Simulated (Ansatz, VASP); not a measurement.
# One calculation of SnSe2, two programs

Contents of POSCAR:

```
SnSe2
1.0
    4.0164067919      0.0000000000      0.0000000000
   -2.0082033960      3.4783103137      0.0000000000
    0.0000000000      0.0000000000      6.5384330040
Sn Se
1 2
Direct
    0.0000000000      0.0000000000      0.0000000000
    0.3333333333      0.6666666667      0.2327426028
    0.6666666667      0.3333333333      0.7672573972
```

File INCAR.step1:

```
PREC = Accurate ; ENCUT = 520
ISMEAR = 0 ; SIGMA = 0.01
LREAL = F ; LASPH = T
NELM = 60 ; NBANDS = 20
GGA = PE ; ALGO = Normal
EDIFF = 1E-4 ; LWAVE = T
LCHARG = F
```

File INCAR.step2:

```
PREC = Accurate ; ENCUT = 520
EDIFF = 1E-7 ; ISMEAR = 0
SIGMA = 0.01 ; LREAL = F
LASPH = T ; NELM = 60
ALGO = Normal ; ISIF = 2
LWAVE = F ; LCHARG = F
METAGGA = R2SCAN ; LMIXTAU = T
NBANDS = 20 ; ISTART = 1
```

KPOINTS

```
regular mesh
0
Gamma
  12 12 4
```

Input for Ansatz:

```yaml
crystal:
  lattice:
    - [4.0164067919, 0.0, 0.0]
    - [-2.008203396, 3.4783103137, 0.0]
    - [0.0, 0.0, 6.538433004]
  atoms:
    - { symbol: Sn, position: [0.0, 0.0, 0.0] }
    - { symbol: Se, position: [0.3333333333, 0.6666666667, 0.2327426028] }
    - { symbol: Se, position: [0.6666666667, 0.3333333333, 0.7672573972] }
kpoints:
  mp_grid: { grid: [12, 12, 4] }
  band_path:
    path:
      - [0.0, 0.0, 0.0]
      - [0.5, 0.0, 0.0]
      - [0.3333333333, 0.3333333333, 0.0]
      - [0.0, 0.0, 0.5]
      - [0.5, 0.0, 0.5]
      - [0.3333333333, 0.3333333333, 0.5]
      - [0.0833333333, 0.0833333333, 0.0]
      - [0.5, 0.0, 0.35]
    npoints: 1
hamiltonian:
  xc: r2scan
scf:
  occupations: { method: fixed }
  n_extra_bands: 4
output:
  forces: true
  stress: true
  eigenvalues: true
```

Change from the starting cell: hydrostatic strain +5.0%.

Alike in both runs: task single point; functional r2SCAN; k mesh 12 × 12 × 4; no spin polarisation.

|  | VASP | Ansatz |
| --- | --- | --- |
| version | VASP 6.6.1 | Ansatz 0.2.0 |
| potentials or method | VASP PAW PBE potentials, release 64 (Sn_d, Se) | plane waves, PAW |
| plane-wave cutoff (eV) | 520 | 500 |
| occupations | gaussian, width 0.01 eV | fixed |
| valence electrons in the cell | 26 | 46 |

|  | VASP | Ansatz | Ansatz less VASP |
| --- | --- | --- | --- |
| gap on the k mesh at the Fermi level (eV) | 0.87 | 0.88 | +0.007 |
| pressure (GPa) | -3.4 | -3.4 | -0.02 |
| traceless stress, the component that is largest in VASP (GPa) | 2.84 | 2.85 | +0.006 |
| rms of the force components (eV/Å) | 0.006 | 0.010 | +0.0038 |

VASP's potentials were made for PBE, not for r2SCAN. Atom by atom the forces differ by 0.004 eV/Å (rms over components). VASP's potentials hold 26 valence electrons a cell and Ansatz's 46, so a difference there can come from the potentials and not from the codes.
